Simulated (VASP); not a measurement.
# Cs3GaC (P4/mbm) in VASP: single point with PBE

Aim: the single point of Cs3GaC with PBE.

Everything below comes from runs of VASP 6.6.1. Logs are shortened: lines on timing, memory, paths and dates and some standing lists are left out, and cuts for length are marked.

### 1 The cell of the first run

Symmetry: P4/mbm, No. 127, tetragonal system. Conventional cell: a = 9.127 Å, b = 9.127 Å, c = 6.454 Å, α = 90.00°, β = 90.00°, γ = 90.00°. Cs (site symmetry m2m) has 2 C at 3.25 Å and 2 Ga at 4.30 Å within 4.4 Å. Cs (site symmetry 4/m) has 2 C at 3.23 Å within 4.2 Å. Ga (site symmetry mmm) has 12 Cs at 4.30 to 4.84 Å and 8 C at 5.59 Å within 5.6 Å. C (site symmetry 4/m) has 6 Cs at 3.23 to 3.25 Å within 4.2 Å.

### 2 Single point, PBE

INCAR reads:

```
SYSTEM = Cs3GaC
ALGO = Normal
EDIFF = 1E-6
ENCUT = 520
GGA = PE
ISIF = 2
ISMEAR = 0
LASPH = .TRUE.
LCHARG = .TRUE.
LELF = .TRUE.
LREAL = .FALSE.
LVHAR = .TRUE.
LWAVE = .FALSE.
NBANDS = 55
NELM = 80
PREC = Accurate
SIGMA = 0.1
```

KPOINTS reads:

```
k-points
0
G
  2 2 4
  0 0 0
```

POSCAR reads:

```
Cs3GaC
1.0
    9.1270863200      0.0000000000      0.0000000000
    0.0000000000      9.1270863200      0.0000000000
    0.0000000000      0.0000000000      6.4538246300
Cs Ga C
6 2 2
Direct
    0.7797748300      0.2797748300      0.0000000000
    0.7202251700      0.7797748300      0.0000000000
    0.5000000000      0.5000000000      0.5000000000
    0.2202251700      0.7202251700      0.0000000000
    0.2797748300      0.2202251700      0.0000000000
    0.0000000000      0.0000000000      0.5000000000
    0.0000000000      0.5000000000      0.5000000000
    0.5000000000      0.0000000000      0.5000000000
    0.5000000000      0.5000000000      0.0000000000
    0.0000000000      0.0000000000      0.0000000000
```

Potentials or basis: VASP PAW PBE potentials, release 64 (Cs_sv, Ga_d, C).

Started as:

```console
cat potpaw_PBE.64/Cs_sv/POTCAR potpaw_PBE.64/Ga_d/POTCAR potpaw_PBE.64/C/POTCAR > POTCAR
mpirun -np 1 vasp_std > vasp.out
```

OUTCAR:

```text
SYSTEM = Cs3GaC
   EDIFF = 1E-6
   ENCUT = 520
   GGA = PE
   ISIF = 2
   ISMEAR = 0
   LASPH = .TRUE.
   LREAL = .FALSE.
   NELM = 80
   PREC = Accurate

 ion  position               nearest neighbor table
   1  0.780  0.280  0.000-
   2  0.720  0.780  0.000-
   3  0.500  0.500  0.500-
   4  0.220  0.720  0.000-
   5  0.280  0.220  0.000-
   6  0.000  0.000  0.500-
   7  0.000  0.500  0.500-
   8  0.500  0.000  0.500-
   9  0.500  0.500  0.000-
  10  0.000  0.000  0.000-

  LATTYP: Found a simple tetragonal cell.
 ALAT       =     9.1270863200
 C/A-ratio  =     0.7071067813

  Lattice vectors:

 A1 = (   9.1270863200,   0.0000000000,   0.0000000000)
 A2 = (   0.0000000000,   9.1270863200,   0.0000000000)
 A3 = (   0.0000000000,   0.0000000000,   6.4538246300)

Analysis of symmetry for initial positions (statically):
=====================================================================
 Subroutine PRICEL returns:
 Original cell was already a primitive cell.

 Routine SETGRP: Setting up the symmetry group for a
 simple tetragonal supercell.

 Subroutine GETGRP returns: Found 16 space group operations
 (whereof  8 operations were pure point group operations)
 out of a pool of 16 trial point group operations.

The static configuration has the point symmetry C_4h.
 The point group associated with its full space group is D_4h.

Analysis of symmetry for dynamics (positions and initial velocities):
=====================================================================
 Subroutine PRICEL returns:
 Original cell was already a primitive cell.

 Routine SETGRP: Setting up the symmetry group for a
 simple tetragonal supercell.

 Subroutine GETGRP returns: Found 16 space group operations
 (whereof  8 operations were pure point group operations)
 out of a pool of 16 trial point group operations.

The dynamic configuration has the point symmetry C_4h.
 The point group associated with its full space group is D_4h.

 Subroutine INISYM returns: Found 16 space group operations
 (whereof  8 operations are pure point group operations),
 and found     1 'primitive' translations

----------------------------------------------------------------------------------------

                                     Primitive cell

  volume of cell :     537.6275

  direct lattice vectors                    reciprocal lattice vectors
     9.127086320  0.000000000  0.000000000     0.109563991  0.000000000  0.000000000
     0.000000000  9.127086320  0.000000000     0.000000000  0.109563991  0.000000000
     0.000000000  0.000000000  6.453824630     0.000000000  0.000000000  0.154946881

  length of vectors
     9.127086320  9.127086320  6.453824630     0.109563991  0.109563991  0.154946881

  position of ions in fractional coordinates (direct lattice)
     0.779774830  0.279774830  0.000000000
     0.720225170  0.779774830  0.000000000
     0.500000000  0.500000000  0.500000000
     0.220225170  0.720225170  0.000000000
     0.279774830  0.220225170  0.000000000
     0.000000000  0.000000000  0.500000000
     0.000000000  0.500000000  0.500000000
     0.500000000  0.000000000  0.500000000
     0.500000000  0.500000000  0.000000000
     0.000000000  0.000000000  0.000000000

  ion indices of the primitive-cell ions
   primitive index   ion index
                 1           1
                 2           2
                 3           3
                 4           4
                 5           5
                 6           6
                 7           7
                 8           8
                 9           9
                10          10

----------------------------------------------------------------------------------------

 KPOINTS: k-points

Automatic generation of k-mesh.
 Grid dimensions read from file:
 generate k-points for:    2    2    4

 Generating k-lattice:

  Cartesian coordinates                     Fractional coordinates (reciprocal lattice)
     0.054781995  0.000000000  0.000000000     0.500000000  0.000000000  0.000000000
     0.000000000  0.054781995  0.000000000     0.000000000  0.500000000  0.000000000
     0.000000000  0.000000000  0.038736720     0.000000000  0.000000000  0.250000000

  Length of vectors
     0.054781995  0.054781995  0.038736720

  Shift w.r.t. Gamma in fractional coordinates (k-lattice)
     0.000000000  0.000000000  0.000000000

 Subroutine IBZKPT returns following result:
 ===========================================

 Found      9 irreducible k-points:

 Following reciprocal coordinates:
            Coordinates               Weight
  0.000000  0.000000  0.000000      1.000000
  0.500000  0.000000  0.000000      2.000000
  0.500000  0.500000  0.000000      1.000000
  0.000000  0.000000  0.250000      2.000000
  0.500000  0.000000  0.250000      4.000000
  0.500000  0.500000  0.250000      2.000000
  0.000000  0.000000  0.500000      1.000000
  0.500000  0.000000  0.500000      2.000000
  0.500000  0.500000  0.500000      1.000000
   k-points           NKPTS =      9   k-points in BZ     NKDIM =      9   number of bands    NBANDS=     55
   number of dos      NEDOS =    301   number of ions     NIONS =     10
   total plane-waves  NPLWV = 235200
   dimension x,y,z NGX =    70 NGY =   70 NGZ =   48
   dimension x,y,z NGXF=   140 NGYF=  140 NGZF=   96
   ions per type =               6   2   2
   NGX,Y,Z   is equivalent  to a cutoff of  12.75, 12.75, 12.36 a.u.
   NGXF,Y,Z  is equivalent  to a cutoff of  25.50, 25.50, 24.73 a.u.
 SYSTEM =  Cs3GaC
   PREC   = accura    normal or accurate (medium, high low for compatibility)
   ISTART =      0    job   : 0-new  1-cont  2-samecut
   ICHARG =      2    charge: 1-file 2-atom 10-const
   ISPIN  =      1    spin polarized calculation?
   LNONCOLLINEAR =      F non collinear calculations
   LSORBIT =      F    spin-orbit coupling
   LASPH  =      T    aspherical Exc in radial PAW
   ENCUT  =  520.0 eV  38.22 Ry    6.18 a.u.  16.97 16.97 12.00*2*pi/ulx,y,z
   NELM   =     80;   NELMIN=  2; NELMDL= -5     # of ELM steps
   EDIFF  = 0.1E-05   stopping-criterion for ELM
   LREAL  =      F    real-space projection
   EDIFFG = 0.1E-04   stopping-criterion for IOM
   NSW    =      0    number of steps for IOM
   IBRION =     -1    ionic relax: 0-MD 1-quasi-New 2-CG
   NFREE  =      0    steps in history (QN), initial steepest desc. (CG)
   ISIF   =      2    stress and relaxation
   ISYM   =      2    0-nonsym 1-usesym 2-fastsym
   POTIM  = 0.5000    time-step for ionic-motion
   TEBEG  =    0.0;   TEEND  =   0.0 temperature during run
   PSTRESS=    0.0 pullay stress
   NELECT =      88.0000    total number of electrons
   NUPDOWN=      -1.0000    fix difference up-down
   EMIN   =  10.00;   EMAX   =-10.00  energy-range for DOS
   EFERMI =   0.00;   METHOD = LEGACY
   ISMEAR =     0;   SIGMA  =   0.10  broadening in eV -4-tet -1-fermi 0-gaus
   EFERMI_NEDOS =   21; number of points for ismear=-14 and -15
   IALGO  =     38    algorithm
   IMIX   =      4    mixing-type and parameters
     AMIX     =   0.40;   BMIX     =  1.00
     AMIX_MAG =   1.60;   BMIX_MAG =  1.00
  volume/ion in A,a.u.               =      53.76       362.81
  Fermi-wavevector in a.u.,A,eV,Ry     =   0.895520  1.692287 10.911272  0.801956
  Thomas-Fermi vector in A             =   2.017862
   LORBIT       =      0    0 simple, 1 ext, 2 COOP (PROOUT), +10 PAW based schemes
   GGA     = PE    functional components
   LHFCALC =     F    Hartree Fock is set to
   AEXX    =    0.0000 exact exchange contribution
   IVDW    =     0    specifies the selected vdW correction
   LEPSILON=     F    determine dielectric tensor
   LRPA    =     F    only Hartree local field effects (RPA)
 non-spin polarized calculation
 Gauss-broadening in eV      SIGMA  =   0.10
  energy-cutoff  :      520.00
  volume of cell :      537.63
 maximum number of plane-waves:     14528
 NGX is ok and might be reduce to    70
   NGX = 33   NGY = 33   NGZ = 23

 number of electron      87.9999996 magnetization

 Free energy of the ion-electron system (eV)
  ---------------------------------------------------
  ext. energy  EPLUGINS =         0.00000000
  ---------------------------------------------------
  free energy    TOTEN  =       -17.64107294 eV

  energy without entropy =      -17.50979145  energy(sigma->0) =      -17.57543220

 E-fermi :   1.0064     XC(G=0):  -6.8765

 val. band max:        0.9844109524   @ k =   0.5000   0.0000   0.0000
 cond. band min:       1.0195019385   @ k =   0.5000   0.0000   0.5000
 fundamental gap:      0.0350909862
 Fermi energy:         1.0063793024

 k-point     1 :       0.0000    0.0000    0.0000
  band No.  band energies     occupation
      1     -21.5374      2.00000
      2     -21.5013      2.00000
      3     -21.5013      2.00000
      4     -21.4812      2.00000
      5     -21.4686      2.00000
      6     -21.4547      2.00000
[... 47 lines left out ...]
     54       3.2534      0.00000
     55       3.2534      0.00000

 k-point     2 :       0.5000    0.0000    0.0000
  band No.  band energies     occupation
      1     -21.5215      2.00000
      2     -21.5215      2.00000
      3     -21.4913      2.00000
      4     -21.4913      2.00000
      5     -21.4595      2.00000
      6     -21.4595      2.00000
[... 47 lines left out ...]
     54       3.2606      0.00000
     55       3.7224      0.00000

 k-point     3 :       0.5000    0.5000    0.0000
  band No.  band energies     occupation
      1     -21.5127      2.00000
      2     -21.5127      2.00000
      3     -21.5020      2.00000
      4     -21.5020      2.00000
      5     -21.4576      2.00000
      6     -21.4576      2.00000
[... 47 lines left out ...]
     54       3.3656      0.00000
     55       3.7235      0.00000

 k-point     4 :       0.0000    0.0000    0.2500
  band No.  band energies     occupation
      1     -21.5311      2.00000
      2     -21.5012      2.00000
      3     -21.5012      2.00000
      4     -21.4811      2.00000
      5     -21.4683      2.00000
      6     -21.4608      2.00000
[... 47 lines left out ...]
     54       3.5484      0.00000
     55       3.5879      0.00000

 k-point     5 :       0.5000    0.0000    0.2500
  band No.  band energies     occupation
      1     -21.5173      2.00000
      2     -21.5173      2.00000
      3     -21.4912      2.00000
      4     -21.4912      2.00000
      5     -21.4635      2.00000
      6     -21.4635      2.00000
[... 47 lines left out ...]
     54       3.4265      0.00000
     55       3.5162      0.00000

 k-point     6 :       0.5000    0.5000    0.2500
  band No.  band energies     occupation
      1     -21.5078      2.00000
      2     -21.5078      2.00000
      3     -21.5019      2.00000
      4     -21.5019      2.00000
      5     -21.4622      2.00000
      6     -21.4622      2.00000
[... 47 lines left out ...]
     54       3.8157      0.00000
     55       3.9257      0.00000

 k-point     7 :       0.0000    0.0000    0.5000
  band No.  band energies     occupation
      1     -21.5234      2.00000
      2     -21.5010      2.00000
      3     -21.5010      2.00000
      4     -21.4810      2.00000
      5     -21.4684      2.00000
      6     -21.4679      2.00000
[... 47 lines left out ...]
     54       3.4049      0.00000
     55       3.4271      0.00000

 k-point     8 :       0.5000    0.0000    0.5000
  band No.  band energies     occupation
      1     -21.5123      2.00000
      2     -21.5123      2.00000
      3     -21.4911      2.00000
      4     -21.4911      2.00000
      5     -21.4682      2.00000
      6     -21.4682      2.00000
[... 47 lines left out ...]
     54       3.6789      0.00000
     55       3.9595      0.00000

 k-point     9 :       0.5000    0.5000    0.5000
  band No.  band energies     occupation
      1     -21.5018      2.00000
      2     -21.5018      2.00000
      3     -21.5016      2.00000
      4     -21.5016      2.00000
      5     -21.4682      2.00000
      6     -21.4682      2.00000
[... 47 lines left out ...]
     54       4.0478      0.00000
     55       4.3709      0.00000

------------------------ aborting loop because EDIFF is reached ----------------------------------------

  FORCE on cell =-STRESS in cart. coord.  units (eV):
  Direction    XX          YY          ZZ          XY          YZ          ZX
  --------------------------------------------------------------------------------------
  -------------------------------------------------------------------------------------
  Total       -2.1987559     -2.1987559     -1.8387719      0.0000000      0.0000000      0.0000000
  in kB       -6.5524863     -6.5524863     -5.4797024      0.0000000      0.0000000      0.0000000
  external PRESSURE =      -6.1948917 kB  Pullay stress =       0.0000000 kB

 VOLUME and BASIS-vectors are now :
 -----------------------------------------------------------------------------
  energy-cutoff  :      520.00
  volume of cell :      537.63
      direct lattice vectors                 reciprocal lattice vectors
     9.127086320  0.000000000  0.000000000     0.109563991  0.000000000  0.000000000
     0.000000000  9.127086320  0.000000000     0.000000000  0.109563991  0.000000000
     0.000000000  0.000000000  6.453824630     0.000000000  0.000000000  0.154946881

 POSITION                                       TOTAL-FORCE (eV/Angst)
 -----------------------------------------------------------------------------------
      7.11707      2.55353      0.00000        -0.029466     -0.029466      0.000000
      6.57356      7.11707      0.00000         0.029466     -0.029466      0.000000
      4.56354      4.56354      3.22691         0.000000      0.000000      0.000000
      2.01001      6.57356      0.00000         0.029466      0.029466     -0.000000
      2.55353      2.01001      0.00000        -0.029466      0.029466     -0.000000
      0.00000      0.00000      3.22691         0.000000      0.000000      0.000000
      0.00000      4.56354      3.22691         0.000000      0.000000      0.000000
      4.56354      0.00000      3.22691         0.000000      0.000000      0.000000
      4.56354      4.56354      0.00000         0.000000      0.000000      0.000000
      0.00000      0.00000      0.00000         0.000000      0.000000      0.000000
 -----------------------------------------------------------------------------------
    total drift:                               -0.000000      0.000000      0.000000

  FREE ENERGIE OF THE ION-ELECTRON SYSTEM (eV)
  ---------------------------------------------------
  free  energy   TOTEN  =       -17.6410729409 eV

  energy  without entropy=      -17.5097914532  energy(sigma->0) =      -17.57543220
```

Run time: 4.4 min. Hardware: 1 thread of Intel Xeon 6975P-C (Granite Rapids), shared host; peak memory 0.66 GiB.

Results:

| Item | Value |
| --- | --- |
| Free energy | -17.6411 eV |
| Pressure | -0.6 GPa |
| Largest force | 0.042 eV/Å |
| Band gap on the k mesh | zero (bands 44 and 45 overlap by 0.32 eV) |

Forces in eV/Å, atoms in the order of the input:
```
Cs  -0.029 -0.029  0.000
Cs   0.029 -0.029  0.000
Cs   0.000  0.000  0.000
Cs   0.029  0.029  0.000
Cs  -0.029  0.029  0.000
Cs   0.000  0.000  0.000
Ga   0.000  0.000  0.000
Ga   0.000  0.000  0.000
C    0.000  0.000  0.000
C    0.000  0.000  0.000
```

Stress tensor (GPa, compression positive):
```
-0.66  0.00  0.00
 0.00 -0.66  0.00
 0.00  0.00 -0.55
```

Caveat: spin-orbit coupling is left out, which moves the levels of the heavy elements.
